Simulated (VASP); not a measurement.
# TaN in VASP: further runs, part 2 of 2

VASP 6.6.1. Earlier steps stand in the parts before.

## (4) Single point, PBEsol (equal xy, yz and zx shear strains of -2 %)

File INCAR:

```
  PREC = Accurate
  ENCUT = 520
  EDIFF = 1E-7
  ISMEAR = -1
  SIGMA = 0.01
  LREAL = False
  LASPH = True
  NELM = 100
  ALGO = Normal
  ISIF = 2
  LWAVE = False
  LCHARG = False
  GGA = PS
  NBANDS = 24
```

File KPOINTS:

```
regular mesh
0
Gamma
  9 9 5
```

File POSCAR:

```
TaN
1.0
    3.0500010905     -0.0305000109     -0.0305000109
   -1.5514143296      2.6566284314     -0.0111637788
   -0.0494000000     -0.0494000000      4.9400000000
Ta N
2 2
Direct
    0.3333333333      0.6666666667      0.0000000000
    0.6666666667      0.3333333333      0.5000000000
    0.3333333333      0.6666666667      0.3850000000
    0.6666666667      0.3333333333      0.8850000000
```

Potentials or basis: VASP PAW PBE potentials, release 64 (Ta_pv, N).

Run with:

```bash
$ cat potpaw_PBE.64/Ta_pv/POTCAR potpaw_PBE.64/N/POTCAR > POTCAR
$ mpirun -np 1 vasp_std > vasp.out
```

OUTCAR:

```text
PREC = Accurate
   ENCUT = 520
   EDIFF = 1E-7
   ISMEAR = -1
   LREAL = False
   LASPH = True
   NELM = 100
   ISIF = 2
   GGA = PS

 ion  position               nearest neighbor table
   1  0.333  0.667  0.000-   4 1.82   4 1.86   4 1.87   3 1.90   2 2.99   2 3.01   2 3.03   2 3.05
                             2 3.06   2 3.06
   2  0.667  0.333  0.500-   3 1.84   3 1.85   3 1.86   4 1.90   1 2.99   1 3.01   1 3.03   1 3.05
                             1 3.06   1 3.06
   3  0.333  0.667  0.385-   2 1.84   2 1.85   2 1.86   1 1.90
   4  0.667  0.333  0.885-   1 1.82   1 1.86   1 1.87   2 1.90

  LATTYP: Found a triclinic cell.
 ALAT       =     3.0239128017
 B/A-ratio  =     1.0087281861
 C/A-ratio  =     1.6338083468
 COS(alpha) =     0.0198960208
 COS(beta)  =     0.0274156886
 COS(gamma) =     0.4869832429

  Lattice vectors:

 A1 = (   1.4985867609,   2.6261284205,  -0.0416637897)
 A2 = (   3.0500010905,  -0.0305000109,  -0.0305000109)
 A3 = (   0.0494000000,   0.0494000000,  -4.9400000000)

Analysis of symmetry for initial positions (statically):
=====================================================================
 Subroutine PRICEL returns:
 Original cell was already a primitive cell.

 Routine SETGRP: Setting up the symmetry group for a
 triclinic supercell.

 Subroutine GETGRP returns: Found  1 space group operations
 (whereof  1 operations were pure point group operations)
 out of a pool of  2 trial point group operations.

The static configuration has the point symmetry C_1 .

Analysis of symmetry for dynamics (positions and initial velocities):
=====================================================================
 Subroutine PRICEL returns:
 Original cell was already a primitive cell.

 Routine SETGRP: Setting up the symmetry group for a
 triclinic supercell.

 Subroutine GETGRP returns: Found  1 space group operations
 (whereof  1 operations were pure point group operations)
 out of a pool of  2 trial point group operations.

The dynamic configuration has the point symmetry C_1 .

 Subroutine INISYM returns: Found  1 space group operations
 (whereof  1 operations are pure point group operations),
 and found     1 'primitive' translations

----------------------------------------------------------------------------------------

                                     Primitive cell

  volume of cell :      39.7856

  direct lattice vectors                    reciprocal lattice vectors
     3.050001090 -0.030500011 -0.030500011     0.329847443  0.192645826  0.005224933
    -1.551414330  2.656628431 -0.011163779     0.003824916  0.378666703  0.003824916
    -0.049400000 -0.049400000  4.940000000     0.002045152  0.002045152  0.202470053

  length of vectors
     3.050306075  3.076472928  4.940493975     0.382019698  0.378705337  0.202490710

  position of ions in fractional coordinates (direct lattice)
     0.333333333  0.666666667  0.000000000
     0.666666667  0.333333333  0.500000000
     0.333333333  0.666666667  0.385000000
     0.666666667  0.333333333  0.885000000

  ion indices of the primitive-cell ions
   primitive index   ion index
                 1           1
                 2           2
                 3           3
                 4           4

----------------------------------------------------------------------------------------

 KPOINTS: regular mesh

Automatic generation of k-mesh.
 Grid dimensions read from file:
 generate k-points for:    9    9    5

 Generating k-lattice:

  Cartesian coordinates                     Fractional coordinates (reciprocal lattice)
     0.036649716  0.021405092  0.000580548     0.111111111 -0.000000000  0.000000000
     0.000424991  0.042074078  0.000424991     0.000000000  0.111111111 -0.000000000
     0.000409030  0.000409030  0.040494011     0.000000000 -0.000000000  0.200000000

  Length of vectors
     0.042446633  0.042078371  0.040498142

  Shift w.r.t. Gamma in fractional coordinates (k-lattice)
     0.000000000  0.000000000  0.000000000

 Subroutine IBZKPT returns following result:
 ===========================================

 Found    203 irreducible k-points:

 Following reciprocal coordinates:
            Coordinates               Weight
  0.000000  0.000000  0.000000      1.000000
  0.111111  0.000000  0.000000      2.000000
  0.222222  0.000000  0.000000      2.000000
  0.333333  0.000000  0.000000      2.000000
  0.444444  0.000000  0.000000      2.000000
 -0.000000  0.111111  0.000000      2.000000
[... 16 lines left out ...]
 -0.111111  0.222222  0.000000      2.000000
 -0.000000  0.333333  0.000000      2.000000
 [... further k-points ...]
   k-points           NKPTS =    203   k-points in BZ     NKDIM =    203   number of bands    NBANDS=     24
   number of dos      NEDOS =    301   number of ions     NIONS =      4
   total plane-waves  NPLWV =  23040
   dimension x,y,z NGX =    24 NGY =   24 NGZ =   40
   dimension x,y,z NGXF=    48 NGYF=   48 NGZF=   80
   ions per type =               2   2
   NGX,Y,Z   is equivalent  to a cutoff of  13.08, 12.97, 13.46 a.u.
   NGXF,Y,Z  is equivalent  to a cutoff of  26.16, 25.94, 26.92 a.u.
 SYSTEM =  unknown system
   PREC   = accura    normal or accurate (medium, high low for compatibility)
   ISTART =      0    job   : 0-new  1-cont  2-samecut
   ICHARG =      2    charge: 1-file 2-atom 10-const
   ISPIN  =      1    spin polarized calculation?
   LNONCOLLINEAR =      F non collinear calculations
   LSORBIT =      F    spin-orbit coupling
   LASPH  =      T    aspherical Exc in radial PAW
   ENCUT  =  520.0 eV  38.22 Ry    6.18 a.u.   5.67  5.72  9.19*2*pi/ulx,y,z
   NELM   =    100;   NELMIN=  2; NELMDL= -5     # of ELM steps
   EDIFF  = 0.1E-06   stopping-criterion for ELM
   LREAL  =      F    real-space projection
   EDIFFG = 0.1E-05   stopping-criterion for IOM
   NSW    =      0    number of steps for IOM
   IBRION =     -1    ionic relax: 0-MD 1-quasi-New 2-CG
   NFREE  =      0    steps in history (QN), initial steepest desc. (CG)
   ISIF   =      2    stress and relaxation
   ISYM   =      2    0-nonsym 1-usesym 2-fastsym
   POTIM  = 0.5000    time-step for ionic-motion
   TEBEG  =    0.0;   TEEND  =   0.0 temperature during run
   PSTRESS=    0.0 pullay stress
   NELECT =      32.0000    total number of electrons
   NUPDOWN=      -1.0000    fix difference up-down
   EMIN   =  10.00;   EMAX   =-10.00  energy-range for DOS
   EFERMI =   0.00;   METHOD = LEGACY
   ISMEAR =    -1;   SIGMA  =   0.01  broadening in eV -4-tet -1-fermi 0-gaus
   EFERMI_NEDOS =   21; number of points for ismear=-14 and -15
   IALGO  =     38    algorithm
   IMIX   =      4    mixing-type and parameters
     AMIX     =   0.40;   BMIX     =  1.00
     AMIX_MAG =   1.60;   BMIX_MAG =  1.00
  volume/ion in A,a.u.               =       9.95        67.12
  Fermi-wavevector in a.u.,A,eV,Ry     =   1.522472  2.877055 31.537236  2.317921
  Thomas-Fermi vector in A             =   2.631047
   LORBIT       =      0    0 simple, 1 ext, 2 COOP (PROOUT), +10 PAW based schemes
   GGA     = PS    functional components
   LHFCALC =     F    Hartree Fock is set to
   AEXX    =    0.0000 exact exchange contribution
   IVDW    =     0    specifies the selected vdW correction
   LEPSILON=     F    determine dielectric tensor
   LRPA    =     F    only Hartree local field effects (RPA)
 non-spin polarized calculation
  energy-cutoff  :      520.00
  volume of cell :       39.79
 maximum number of plane-waves:      1083
   NGX = 11   NGY = 11   NGZ = 19

 number of electron      32.0000002 magnetization

 Free energy of the ion-electron system (eV)
  ---------------------------------------------------
  ext. energy  EPLUGINS =         0.00000000
  ---------------------------------------------------
  free energy    TOTEN  =       -40.78408491 eV

  energy without entropy =      -40.78361246  energy(sigma->0) =      -40.78384869

 E-fermi :   9.5977     XC(G=0): -13.6987

 val. band max:        9.5941608079   @ k =  -0.0000   0.2222   0.0000
 cond. band min:       9.6096862154   @ k =  -0.1111   0.2222   0.4000
 fundamental gap:      0.0155254075
 Fermi energy:         9.5977282212

 k-point     1 :       0.0000    0.0000    0.0000
  band No.  band energies     occupation
      1     -26.4581      2.00000
      2     -25.3543      2.00000
      3     -25.3474      2.00000
      4     -25.1550      2.00000
      5     -25.1516      2.00000
      6     -25.0844      2.00000
[... 637 lines left out ...]
     23      16.5276      0.00000
     24      17.7773      0.00000

 [... further k-points ...]
[... 5 lines left out ...]
  --------------------------------------------------------------------------------------
  -------------------------------------------------------------------------------------
  Total       34.4242750     34.3380049     27.9363046      1.2292613      0.4625995      0.4536214
  in kB     1386.2737250   1382.7996075   1125.0016178     49.5026427     18.6289931     18.2674417
  external PRESSURE =    1298.0249835 kB  Pullay stress =       0.0000000 kB

 VOLUME and BASIS-vectors are now :
 -----------------------------------------------------------------------------
  energy-cutoff  :      520.00
  volume of cell :       39.79
      direct lattice vectors                 reciprocal lattice vectors
     3.050001090 -0.030500011 -0.030500011     0.329847443  0.192645826  0.005224933
    -1.551414330  2.656628431 -0.011163779     0.003824916  0.378666703  0.003824916
    -0.049400000 -0.049400000  4.940000000     0.002045152  0.002045152  0.202470053

 POSITION                                       TOTAL-FORCE (eV/Angst)
 -----------------------------------------------------------------------------------
     -0.01761      1.76092     -0.01761         1.330572      0.469114      2.302774
      1.49150      0.84051      2.44595        -0.393267      0.437786      2.253935
     -0.03663      1.74190      1.88429         0.297378     -0.442121     -2.272581
      1.47248      0.82149      4.34785        -1.234683     -0.464779     -2.284128
 -----------------------------------------------------------------------------------
    total drift:                               -0.000035      0.000152      0.000066

  FREE ENERGIE OF THE ION-ELECTRON SYSTEM (eV)
  ---------------------------------------------------
  free  energy   TOTEN  =       -40.7840849144 eV

  energy  without entropy=      -40.7836124563  energy(sigma->0) =      -40.78384869
```

OSZICAR:

```text
N       E                     dE             d eps       ncg     rms          rms(c)
DAV:   1     0.286946502377E+03    0.28695E+03   -0.17812E+04  9744   0.144E+03
DAV:   2    -0.333980970792E+02   -0.32034E+03   -0.30489E+03 11480   0.426E+02
DAV:   3    -0.474050407546E+02   -0.14007E+02   -0.13822E+02 12312   0.889E+01
DAV:   4    -0.475313581764E+02   -0.12632E+00   -0.12624E+00 10736   0.899E+00
DAV:   5    -0.475326614835E+02   -0.13033E-02   -0.13030E-02 12600   0.791E-01    0.601E+01
DAV:   6    -0.409182905873E+02    0.66144E+01   -0.21856E+01 11480   0.366E+01    0.258E+01
DAV:   7    -0.408276411710E+02    0.90649E-01   -0.88332E-01 10512   0.748E+00    0.134E+01
DAV:   8    -0.407879477693E+02    0.39693E-01   -0.52478E-02 12096   0.159E+00    0.142E+00
DAV:   9    -0.407840380218E+02    0.39097E-02   -0.10792E-02 11648   0.749E-01    0.147E-01
DAV:  10    -0.407840937456E+02   -0.55724E-04   -0.47128E-04 11680   0.182E-01    0.450E-02
DAV:  11    -0.407840857232E+02    0.80223E-05   -0.24702E-05 12080   0.439E-02    0.115E-02
DAV:  12    -0.407840853361E+02    0.38714E-06   -0.20832E-06 11592   0.164E-02    0.746E-03
DAV:  13    -0.407840850026E+02    0.33346E-06   -0.60111E-07 11736   0.801E-03    0.190E-03
DAV:  14    -0.407840849144E+02    0.88243E-07   -0.59531E-08  6016   0.220E-03
   1 F= -.40784085E+02 E0= -.40783849E+02  d E =-.472458E-03
```

stdout:

```text
POSCAR found type information on POSCAR TaN
 POSCAR found :  2 types and       4 ions
 scaLAPACK will be used
 -----------------------------------------------------------------------------
|                                                                             |
|                                                                             |
|     You enforced a specific xc type in the INCAR file but a different       |
|     I HOPE YOU KNOW WHAT YOU ARE DOING!                                     |
|                                                                             |
 -----------------------------------------------------------------------------

 LDA part: xc-table for (Slater+PW92), standard interpolation
 POSCAR, INCAR and KPOINTS ok, starting setup
 FFT: planning ... GRIDC
 FFT: planning ... GRID_SOFT
 FFT: planning ... GRID
 WAVECAR not read
 entering main loop
```

Wall time 62 s (1 thread of Intel Xeon 6975P-C (Granite Rapids), shared host); peak memory 0.28 GiB.

What came out:

| Item | Value |
| --- | --- |
| Free energy | -40.7841 eV |
| Pressure | 129.8 GPa |
| Largest force | 2.701 eV/Å |
| Band gap on the k mesh | zero (band 16 reaches 10.18 eV, above the bottom of band 17 at 8.00 eV) |

Forces in eV/Å, atoms in the order of the input:
```
Ta   1.331  0.469  2.303
Ta  -0.393  0.438  2.254
N    0.297 -0.442 -2.273
N   -1.235 -0.465 -2.284
```

Caveat: the cell differs from its parent crystal (equal xy, yz and zx shear strains of -2 %); the PAW data sets were made with another functional, which shifts forces and pressure a little; spin-orbit coupling is left out, which moves the levels of the heavy elements.

## (5) Single point, PBEsol (equal xy, yz and zx shear strains of +1 %)

File INCAR:

```
SYSTEM = TaN
ALGO     = Normal         ! electronic algorithm
EDIFF    = 1E-7           ! SCF threshold, eV
ENCUT    = 520            ! plane-wave cutoff, eV
GGA      = PS             ! functional
ISIF     = 2              ! what is computed and relaxed
ISMEAR   = -1             ! smearing method
LASPH    = .TRUE.         ! aspherical terms in the spheres
LCHARG   = .FALSE.        ! write CHGCAR
LREAL    = .FALSE.        ! projectors in reciprocal space
LWAVE    = .FALSE.        ! write WAVECAR
NBANDS   = 24             ! bands
NELM     = 60             ! most SCF steps
PREC     = Accurate       ! precision mode
SIGMA    = 0.01           ! smearing width, eV
```

File KPOINTS:

```
k-points
0
G
  9 9 5
  0 0 0
```

File POSCAR:

```
TaN
1.0
    3.0500010905      0.0152500054      0.0152500054
   -1.5117936532      2.6337534233      0.0055818894
    0.0247000000      0.0247000000      4.9400000000
Ta N
2 2
Direct
    0.3333333333      0.6666666667      0.0000000000
    0.6666666667      0.3333333333      0.5000000000
    0.3333333333      0.6666666667      0.3850000000
    0.6666666667      0.3333333333      0.8850000000
```

Run with:

```bash
$ cat potpaw_PBE.64/Ta_pv/POTCAR potpaw_PBE.64/N/POTCAR > POTCAR
$ mpirun -np 1 vasp_std > vasp.out
```

Run time: 63 s. Hardware: 1 thread of Intel Xeon 6975P-C (Granite Rapids), shared host; peak memory 0.28 GiB.

Results (log left out):

| Item | Value |
| --- | --- |
| Free energy | -40.8070 eV |
| Pressure | 129.6 GPa |
| Largest force | 2.387 eV/Å |
| Band gap on the k mesh | zero (band 16 reaches 10.18 eV, above the bottom of band 17 at 7.96 eV) |

Forces in eV/Å, atoms in the order of the input:
```
Ta  -0.637 -0.208  2.292
Ta   0.196 -0.234  2.280
N   -0.162  0.228 -2.286
N    0.602  0.214 -2.286
```

Stress tensor (GPa, compression positive):
```
137.99  -2.33  -0.86
 -2.33 138.11  -0.74
 -0.86  -0.74 112.63
```

Levels at points of the mesh, in eV from the Fermi level:
```tsv
k point	band 12	band 13	band 14	band 15	band 16	band 17	band 18	band 19	band 20	band 21
(0.00, 0.00, 0.00)	-7.91	-7.82	-7.54	-0.92	-0.81	-0.30	2.14	2.64	2.69	4.56
```

Caveat: the cell differs from its parent crystal (equal xy, yz and zx shear strains of +1 %); the PAW data sets were made with another functional, which shifts forces and pressure a little; spin-orbit coupling is left out, which moves the levels of the heavy elements.

## (6) The runs side by side

```csv
cell,cutoff (eV),gap on the mesh (eV),pressure (GPa),largest force (eV/Å)
"a = 3.050, b = 3.050, c = 5.088 Å, angles 90.0, 90.0, 120.0°, 4 atoms",600,none,111.1,3.63
"a = 3.050, b = 3.024, c = 4.940 Å, angles 89.6, 88.8, 119.1°, 4 atoms",520,none,129.8,2.64
"a = 3.050, b = 3.076, c = 4.940 Å, angles 90.4, 91.1, 120.9°, 4 atoms",520,none,129.8,2.70
"a = 3.050, b = 3.037, c = 4.940 Å, angles 89.8, 89.4, 119.6°, 4 atoms",520,none,129.6,2.39
```

Alike in all rows: task single point; level PBEsol; potentials or basis VASP PAW PBE potentials, release 64 (Ta_pv, N); no spin polarisation; k mesh 9 × 9 × 5; smearing fermi-dirac 0.01 eV.

Caveats: the PAW data sets were made with another functional, which shifts forces and pressure a little; spin-orbit coupling is left out, which moves the levels of the heavy elements.

Absolute energies hang on the potentials; compare differences alone.
